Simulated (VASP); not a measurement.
# K (P6mm) in VASP: single point with PBE

Aim: the single point of K with PBE.

Everything below comes from runs of VASP 6.6.1. Logs are shortened: lines on timing, memory, paths and dates and some standing lists are left out, and cuts for length are marked.

## Step 1: The cell of the first run

Symmetry: P6mm, No. 183, hexagonal system. Conventional cell: a = 5.038 Å, b = 5.038 Å, c = 7.133 Å, α = 90.00°, β = 90.00°, γ = 120.00°. K (site symmetry 6mm) has 18 K at 4.10 to 5.14 Å within 5.4 Å. Within 3.8 Å of K (site symmetry 3m) lie 3 K at 2.91 Å.

The cell was built from a structure type or drawn by symmetry, and may not be a known phase.

## Step 2: Single point, PBE

File INCAR:

```
SYSTEM = K
ALGO = Normal
EDIFF = 1E-6
ENCUT = 520
GGA = PE
ISIF = 2
ISMEAR = 0
LASPH = .TRUE.
LCHARG = .FALSE.
LREAL = .FALSE.
LWAVE = .FALSE.
NBANDS = 20
NELM = 60
PREC = Accurate
SIGMA = 0.1
```

File KPOINTS:

```
k-points
0
G
  6 6 4
  0 0 0
```

File POSCAR:

```
K
1.0
    5.0382047600      0.0000000000      0.0000000000
   -2.5191023800      4.3632133100      0.0000000000
    0.0000000000      0.0000000000      7.1332836700
K
3
Direct
    0.0000000000      0.0000000000      0.8635287100
    0.3333333300      0.6666666700      0.2687071200
    0.6666666700      0.3333333300      0.2687071200
```

Potentials or basis: VASP PAW PBE potentials, release 64 (K_sv).

Run with:

```sh
cat potpaw_PBE.64/K_sv/POTCAR > POTCAR
mpirun -np 1 vasp_std > vasp.out
```

OUTCAR:

```text
SYSTEM = K
   EDIFF = 1E-6
   ENCUT = 520
   GGA = PE
   ISIF = 2
   ISMEAR = 0
   LASPH = .TRUE.
   LREAL = .FALSE.
   NELM = 60
   PREC = Accurate

 ion  position               nearest neighbor table
   1  0.000  0.000  0.864-
   2  0.333  0.667  0.269-   3 2.91   3 2.91   3 2.91
   3  0.667  0.333  0.269-   2 2.91   2 2.91   2 2.91

  LATTYP: Found a hexagonal cell.
 ALAT       =     5.0382047600
 C/A-ratio  =     1.4158383809

  Lattice vectors:

 A1 = (   5.0382047600,   0.0000000000,   0.0000000000)
 A2 = (  -2.5191023800,   4.3632133100,   0.0000000000)
 A3 = (   0.0000000000,   0.0000000000,   7.1332836700)

Analysis of symmetry for initial positions (statically):
=====================================================================
 Subroutine PRICEL returns:
 Original cell was already a primitive cell.

 Routine SETGRP: Setting up the symmetry group for a
 hexagonal supercell.

 Subroutine GETGRP returns: Found 12 space group operations
 (whereof 12 operations were pure point group operations)
 out of a pool of 24 trial point group operations.

The static configuration has the point symmetry C_6v.

Analysis of symmetry for dynamics (positions and initial velocities):
=====================================================================
 Subroutine PRICEL returns:
 Original cell was already a primitive cell.

 Routine SETGRP: Setting up the symmetry group for a
 hexagonal supercell.

 Subroutine GETGRP returns: Found 12 space group operations
 (whereof 12 operations were pure point group operations)
 out of a pool of 24 trial point group operations.

The dynamic configuration has the point symmetry C_6v.

 Subroutine INISYM returns: Found 12 space group operations
 (whereof 12 operations are pure point group operations),
 and found     1 'primitive' translations

----------------------------------------------------------------------------------------

                                     Primitive cell

  volume of cell :     156.8093

  direct lattice vectors                    reciprocal lattice vectors
     5.038204760  0.000000000  0.000000000     0.198483398  0.114594443  0.000000000
    -2.519102380  4.363213310  0.000000000     0.000000000  0.229188886  0.000000000
     0.000000000  0.000000000  7.133283670     0.000000000  0.000000000  0.140187892

  length of vectors
     5.038204760  5.038204759  7.133283670     0.229188886  0.229188886  0.140187892

  position of ions in fractional coordinates (direct lattice)
     0.000000000  0.000000000  0.863528710
     0.333333330  0.666666670  0.268707120
     0.666666670  0.333333330  0.268707120

  ion indices of the primitive-cell ions
   primitive index   ion index
                 1           1
                 2           2
                 3           3

----------------------------------------------------------------------------------------

 KPOINTS: k-points

Automatic generation of k-mesh.
 Grid dimensions read from file:
 generate k-points for:    6    6    4

 Generating k-lattice:

  Cartesian coordinates                     Fractional coordinates (reciprocal lattice)
     0.033080566  0.019099074  0.000000000     0.166666667  0.000000000  0.000000000
     0.000000000  0.038198148  0.000000000     0.000000000  0.166666667  0.000000000
     0.000000000  0.000000000  0.035046973     0.000000000  0.000000000  0.250000000

  Length of vectors
     0.038198148  0.038198148  0.035046973

  Shift w.r.t. Gamma in fractional coordinates (k-lattice)
     0.000000000  0.000000000  0.000000000

 Subroutine IBZKPT returns following result:
 ===========================================

 Found     21 irreducible k-points:

 Following reciprocal coordinates:
            Coordinates               Weight
  0.000000  0.000000  0.000000      1.000000
  0.166667 -0.000000  0.000000      6.000000
  0.333333 -0.000000  0.000000      6.000000
  0.500000 -0.000000  0.000000      3.000000
  0.166667  0.166667  0.000000      6.000000
  0.333333  0.166667  0.000000     12.000000
[... 13 lines left out ...]
  0.333333  0.166667  0.500000     12.000000
  0.333333  0.333333  0.500000      2.000000
   k-points           NKPTS =     21   k-points in BZ     NKDIM =     21   number of bands    NBANDS=     20
   number of dos      NEDOS =    301   number of ions     NIONS =      3
   total plane-waves  NPLWV =  86400
   dimension x,y,z NGX =    40 NGY =   40 NGZ =   54
   dimension x,y,z NGXF=    80 NGYF=   80 NGZF=  108
   ions per type =               3
   NGX,Y,Z   is equivalent  to a cutoff of  13.20, 13.20, 12.59 a.u.
   NGXF,Y,Z  is equivalent  to a cutoff of  26.40, 26.40, 25.17 a.u.
 SYSTEM =  K
   PREC   = accura    normal or accurate (medium, high low for compatibility)
   ISTART =      0    job   : 0-new  1-cont  2-samecut
   ICHARG =      2    charge: 1-file 2-atom 10-const
   ISPIN  =      1    spin polarized calculation?
   LNONCOLLINEAR =      F non collinear calculations
   LSORBIT =      F    spin-orbit coupling
   LASPH  =      T    aspherical Exc in radial PAW
   ENCUT  =  520.0 eV  38.22 Ry    6.18 a.u.   9.37  9.37 13.26*2*pi/ulx,y,z
   NELM   =     60;   NELMIN=  2; NELMDL= -5     # of ELM steps
   EDIFF  = 0.1E-05   stopping-criterion for ELM
   LREAL  =      F    real-space projection
   EDIFFG = 0.1E-04   stopping-criterion for IOM
   NSW    =      0    number of steps for IOM
   IBRION =     -1    ionic relax: 0-MD 1-quasi-New 2-CG
   NFREE  =      0    steps in history (QN), initial steepest desc. (CG)
   ISIF   =      2    stress and relaxation
   ISYM   =      2    0-nonsym 1-usesym 2-fastsym
   POTIM  = 0.5000    time-step for ionic-motion
   TEBEG  =    0.0;   TEEND  =   0.0 temperature during run
   PSTRESS=    0.0 pullay stress
   NELECT =      27.0000    total number of electrons
   NUPDOWN=      -1.0000    fix difference up-down
   EMIN   =  10.00;   EMAX   =-10.00  energy-range for DOS
   EFERMI =   0.00;   METHOD = LEGACY
   ISMEAR =     0;   SIGMA  =   0.10  broadening in eV -4-tet -1-fermi 0-gaus
   EFERMI_NEDOS =   21; number of points for ismear=-14 and -15
   IALGO  =     38    algorithm
   IMIX   =      4    mixing-type and parameters
     AMIX     =   0.40;   BMIX     =  1.00
     AMIX_MAG =   1.60;   BMIX_MAG =  1.00
  volume/ion in A,a.u.               =      52.27       352.73
  Fermi-wavevector in a.u.,A,eV,Ry     =   0.910763  1.721093 11.285893  0.829490
  Thomas-Fermi vector in A             =   2.034964
   LORBIT       =      0    0 simple, 1 ext, 2 COOP (PROOUT), +10 PAW based schemes
   GGA     = PE    functional components
   LHFCALC =     F    Hartree Fock is set to
   AEXX    =    0.0000 exact exchange contribution
   IVDW    =     0    specifies the selected vdW correction
   LEPSILON=     F    determine dielectric tensor
   LRPA    =     F    only Hartree local field effects (RPA)
 non-spin polarized calculation
 Gauss-broadening in eV      SIGMA  =   0.10
  energy-cutoff  :      520.00
  volume of cell :      156.81
 maximum number of plane-waves:      4274
 NGX is ok and might be reduce to    40
   NGX = 19   NGY = 19   NGZ = 27

 number of electron      26.9999998 magnetization

 Free energy of the ion-electron system (eV)
  ---------------------------------------------------
  ext. energy  EPLUGINS =         0.00000000
  ---------------------------------------------------
  free energy    TOTEN  =        -1.17379017 eV

  energy without entropy =       -1.16048043  energy(sigma->0) =       -1.16713530

 E-fermi :   0.8441     XC(G=0):  -6.4746

 val. band max:        0.7655325997   @ k =   0.3333   0.1667   0.5000
 cond. band min:       0.8698855478   @ k =   0.3333  -0.0000   0.2500
 fundamental gap:      0.1043529481
 Fermi energy:         0.8441484243

 k-point     1 :       0.0000    0.0000    0.0000
  band No.  band energies     occupation
      1     -32.5265      2.00000
      2     -32.0752      2.00000
      3     -30.9926      2.00000
      4     -16.4606      2.00000
      5     -16.4606      2.00000
      6     -15.9117      2.00000
[... 12 lines left out ...]
     19       3.5186      0.00000
     20       4.6904      0.00000

 k-point     2 :       0.1667   -0.0000    0.0000
  band No.  band energies     occupation
      1     -32.5009      2.00000
      2     -32.1030      2.00000
      3     -30.9924      2.00000
      4     -16.4941      2.00000
      5     -16.4109      2.00000
      6     -15.8869      2.00000
[... 12 lines left out ...]
     19       3.5699      0.00000
     20       3.7157      0.00000

 k-point     3 :       0.3333   -0.0000    0.0000
  band No.  band energies     occupation
      1     -32.4344      2.00000
      2     -32.1741      2.00000
      3     -30.9919      2.00000
      4     -16.5553      2.00000
      5     -16.2951      2.00000
      6     -15.8229      2.00000
[... 12 lines left out ...]
     19       2.8536      0.00000
     20       3.6721      0.00000

 k-point     4 :       0.5000   -0.0000    0.0000
  band No.  band energies     occupation
      1     -32.3805      2.00000
      2     -32.2303      2.00000
      3     -30.9917      2.00000
      4     -16.5835      2.00000
      5     -16.2232      2.00000
      6     -15.7714      2.00000
[... 12 lines left out ...]
     19       3.3647      0.00000
     20       3.7165      0.00000

 k-point     5 :       0.1667    0.1667    0.0000
  band No.  band energies     occupation
      1     -32.4540      2.00000
      2     -32.1534      2.00000
      3     -30.9920      2.00000
      4     -16.5550      2.00000
      5     -16.3046      2.00000
      6     -15.8417      2.00000
[... 12 lines left out ...]
     19       3.1536      0.00000
     20       3.7851      0.00000
[... 284 lines left out ...]
      6     -15.7722      2.00000
[... 12 lines left out ...]
     19       3.6264      0.00000
     20       3.8197      0.00000

 k-point    19 :       0.1667    0.1667    0.5000
  band No.  band energies     occupation
      1     -32.4540      2.00000
      2     -32.1534      2.00000
      3     -30.9920      2.00000
      4     -16.5551      2.00000
      5     -16.3045      2.00000
      6     -15.8417      2.00000
[... 12 lines left out ...]
     19       3.4895      0.00000
     20       3.8512      0.00000

 k-point    20 :       0.3333    0.1667    0.5000
  band No.  band energies     occupation
      1     -32.3805      2.00000
      2     -32.2303      2.00000
      3     -30.9917      2.00000
      4     -16.6159      2.00000
      5     -16.1463      2.00000
      6     -15.7721      2.00000
[... 12 lines left out ...]
     19       3.8778      0.00000
     20       4.1038      0.00000

 k-point    21 :       0.3333    0.3333    0.5000
  band No.  band energies     occupation
      1     -32.3060      2.00000
      2     -32.3060      2.00000
      3     -30.9916      2.00000
      4     -16.6554      2.00000
      5     -15.8907      2.00000
      6     -15.8907      2.00000
[... 12 lines left out ...]
     19       4.2355      0.00000
     20       4.4948      0.00000

------------------------ aborting loop because EDIFF is reached ----------------------------------------

  FORCE on cell =-STRESS in cart. coord.  units (eV):
  Direction    XX          YY          ZZ          XY          YZ          ZX
  --------------------------------------------------------------------------------------
  -------------------------------------------------------------------------------------
  Total        4.9570372      4.9570372      1.3633990      0.0000000      0.0000000      0.0000000
  in kB       50.6478488     50.6478488     13.9303428      0.0000000      0.0000000      0.0000000
  external PRESSURE =      38.4086801 kB  Pullay stress =       0.0000000 kB

 VOLUME and BASIS-vectors are now :
 -----------------------------------------------------------------------------
  energy-cutoff  :      520.00
  volume of cell :      156.81
      direct lattice vectors                 reciprocal lattice vectors
     5.038204760  0.000000000  0.000000000     0.198483398  0.114594443  0.000000000
    -2.519102380  4.363213310  0.000000000     0.000000000  0.229188886  0.000000000
     0.000000000  0.000000000  7.133283670     0.000000000  0.000000000  0.140187892

 POSITION                                       TOTAL-FORCE (eV/Angst)
 -----------------------------------------------------------------------------------
      0.00000      0.00000      6.15980        -0.000000     -0.000000     -0.748901
     -0.00000      2.90881      1.91676        -0.000000      0.000000      0.374451
      2.51910      1.45440      1.91676         0.000000      0.000000      0.374451
 -----------------------------------------------------------------------------------
    total drift:                               -0.000000     -0.000000      0.000214

  FREE ENERGIE OF THE ION-ELECTRON SYSTEM (eV)
  ---------------------------------------------------
  free  energy   TOTEN  =        -1.1737901733 eV

  energy  without entropy=       -1.1604804336  energy(sigma->0) =       -1.16713530
```

Run time: 59 s. Hardware: 1 thread of Intel Xeon Platinum 8375C at 2.90GHz (Ice Lake), shared host; peak memory 0.27 GiB.

Results:

* Free energy: -1.1738 eV
* Pressure: 3.8 GPa
* Largest force: 0.749 eV/Å
* Band gap on the k mesh: zero (an odd number of electrons rules out a gap without spin polarisation)

Forces on the atoms (eV/Å):
```
K    0.000  0.000 -0.749
K    0.000  0.000  0.374
K    0.000  0.000  0.374
```

Caveat: the cell stands under pressure.
